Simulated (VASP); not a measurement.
# SiO (F-43m) in VASP: notebook, part 2 of 2

VASP 6.6.1. The steps go on from the part before.

## Step 4: Single point, PBE

This run uses another cell than the first one, of 13.84 Å³/atom, 0.960 times its volume.

Contents of INCAR:

```
PREC     = Accurate       # precision mode
ENCUT    = 520            # plane-wave cutoff, eV
EDIFF    = 1E-7           # SCF threshold, eV
ISMEAR   = -1             # smearing method
SIGMA    = 0.05           # smearing width, eV
LREAL    = False          # projectors in reciprocal space
LASPH    = True           # aspherical terms in the spheres
NELM     = 100            # most SCF steps
ALGO     = Normal         # electronic algorithm
ISIF     = 2              # what is computed and relaxed
LWAVE    = False          # write WAVECAR
LCHARG   = True           # write CHGCAR
GGA      = PE             # functional
LELF     = True           # ELF
LVHAR    = True         
NBANDS   = 12             # bands
```

Contents of KPOINTS:

```
Automatic mesh
0
Gamma
  9 9 9
```

Contents of POSCAR:

```
SiO
1.0
    0.0000000000      2.4007489410      2.4007489410
    2.4007489410      0.0000000000      2.4007489410
    2.4007489410      2.4007489410      0.0000000000
Si O
1 1
Direct
    0.7500000000      0.7500000000      0.7500000000
    0.0000000000      0.0000000000      0.0000000000
```

Potentials or basis: VASP PAW PBE potentials, release 64 (Si, O).

Launch:

```bash
cat potpaw_PBE.64/Si/POTCAR potpaw_PBE.64/O/POTCAR > POTCAR
mpirun -np 1 vasp_std > vasp.out
```

OUTCAR:

```text
PREC = Accurate
   ENCUT = 520
   EDIFF = 1E-7
   ISMEAR = -1
   LREAL = False
   LASPH = True
   NELM = 100
   ISIF = 2
   GGA = PE

 ion  position               nearest neighbor table
   1  0.750  0.750  0.750-   2 2.08   2 2.08   2 2.08   2 2.08
   2  0.000  0.000  0.000-   1 2.08   1 2.08   1 2.08   1 2.08

  LATTYP: Found a face centered cubic cell.
 ALAT       =     4.8014978820

  Lattice vectors:

 A1 = (   0.0000000000,   2.4007489410,   2.4007489410)
 A2 = (   2.4007489410,   0.0000000000,   2.4007489410)
 A3 = (   2.4007489410,   2.4007489410,   0.0000000000)

Analysis of symmetry for initial positions (statically):
=====================================================================
 Subroutine PRICEL returns:
 Original cell was already a primitive cell.

 Routine SETGRP: Setting up the symmetry group for a
 face centered cubic supercell.

 Subroutine GETGRP returns: Found 24 space group operations
 (whereof 24 operations were pure point group operations)
 out of a pool of 48 trial point group operations.

The static configuration has the point symmetry T_d .

Analysis of symmetry for dynamics (positions and initial velocities):
=====================================================================
 Subroutine PRICEL returns:
 Original cell was already a primitive cell.

 Routine SETGRP: Setting up the symmetry group for a
 face centered cubic supercell.

 Subroutine GETGRP returns: Found 24 space group operations
 (whereof 24 operations were pure point group operations)
 out of a pool of 48 trial point group operations.

The dynamic configuration has the point symmetry T_d .

 Subroutine INISYM returns: Found 24 space group operations
 (whereof 24 operations are pure point group operations),
 and found     1 'primitive' translations

----------------------------------------------------------------------------------------

                                     Primitive cell

  volume of cell :      27.6739
[... 112 lines left out ...]
  Thomas-Fermi vector in A             =   2.302571
   LORBIT       =      0    0 simple, 1 ext, 2 COOP (PROOUT), +10 PAW based schemes
   GGA     = PE    functional components
   LHFCALC =     F    Hartree Fock is set to
   AEXX    =    0.0000 exact exchange contribution
   IVDW    =     0    specifies the selected vdW correction
   LEPSILON=     F    determine dielectric tensor
   LRPA    =     F    only Hartree local field effects (RPA)
 non-spin polarized calculation
  energy-cutoff  :      520.00
  volume of cell :       27.67
 maximum number of plane-waves:       759
 NGX is ok and might be reduce to    28
   NGX = 13   NGY = 13   NGZ = 13

 number of electron      10.0000000 magnetization

 number of electron       9.9999997 magnetization

 Free energy of the ion-electron system (eV)
  ---------------------------------------------------
  ext. energy  EPLUGINS =         0.00000000
  ---------------------------------------------------
  free energy    TOTEN  =       -11.00784053 eV

  energy without entropy =      -11.00281563  energy(sigma->0) =      -11.00532808

 E-fermi :   6.9248     XC(G=0): -10.1277

 val. band max:        6.8912985105   @ k =  -0.4444   0.4444   0.0000
 cond. band min:       6.9905413350   @ k =   0.4444   0.3333   0.0000
 fundamental gap:      0.0992428245
 Fermi energy:         6.9248088598

 k-point     1 :       0.0000    0.0000    0.0000
  band No.  band energies     occupation
      1     -14.5345      2.00000
      2       0.7245      2.00000
      3       1.1678      2.00000
      4       1.1678      2.00000
      5       1.1678      2.00000
      6      10.5429      0.00000
      7      10.5429      0.00000
      8      10.5429      0.00000
      9      17.5067      0.00000
     10      18.3676      0.00000
     11      18.3676      0.00000
     12      19.1412      0.00000
[... 331 lines left out ...]
 k-point    24 :       0.4444    0.4444    0.0000
  band No.  band energies     occupation
      1     -13.6431      2.00000
      2      -2.9552      2.00000
      3      -0.0670      2.00000
      4      -0.0670      2.00000
      5       5.2478      2.00000
      6       6.7617      1.92622
      7      12.2019      0.00000
      8      12.2720      0.00000
      9      12.2720      0.00000
     10      17.8744      0.00000
     11      22.2206      0.00000
     12      23.7194      0.00000

 [... further k-points ...]
[... 5 lines left out ...]
  --------------------------------------------------------------------------------------
  -------------------------------------------------------------------------------------
  Total        0.4702831      0.4702831      0.4702831     -0.0000000     -0.0000000     -0.0000000
  in kB       27.2269935     27.2269935     27.2269935     -0.0000000     -0.0000000     -0.0000000
  external PRESSURE =      27.2269935 kB  Pullay stress =       0.0000000 kB

 VOLUME and BASIS-vectors are now :
 -----------------------------------------------------------------------------
  energy-cutoff  :      520.00
  volume of cell :       27.67
      direct lattice vectors                 reciprocal lattice vectors
     0.000000000  2.400748941  2.400748941    -0.208268341  0.208268341  0.208268341
     2.400748941  0.000000000  2.400748941     0.208268341 -0.208268341  0.208268341
     2.400748941  2.400748941  0.000000000     0.208268341  0.208268341 -0.208268341

 POSITION                                       TOTAL-FORCE (eV/Angst)
 -----------------------------------------------------------------------------------
      3.60112      3.60112      3.60112         0.000000      0.000000      0.000000
      0.00000      0.00000      0.00000        -0.000000     -0.000000     -0.000000
 -----------------------------------------------------------------------------------
    total drift:                                0.000000      0.000000      0.000000

  FREE ENERGIE OF THE ION-ELECTRON SYSTEM (eV)
  ---------------------------------------------------
  free  energy   TOTEN  =       -11.0078405302 eV

  energy  without entropy=      -11.0028156321  energy(sigma->0) =      -11.00532808
```

Run time: 26 s. Hardware: 1 thread of Intel Xeon 8259CL, shared host; peak memory 0.15 GiB.

What came out:

* Free energy: -11.0078 eV
* Pressure: 2.7 GPa
* Band gap on the k mesh: zero (band 5 reaches 7.12 eV, above the bottom of band 6 at 6.76 eV)
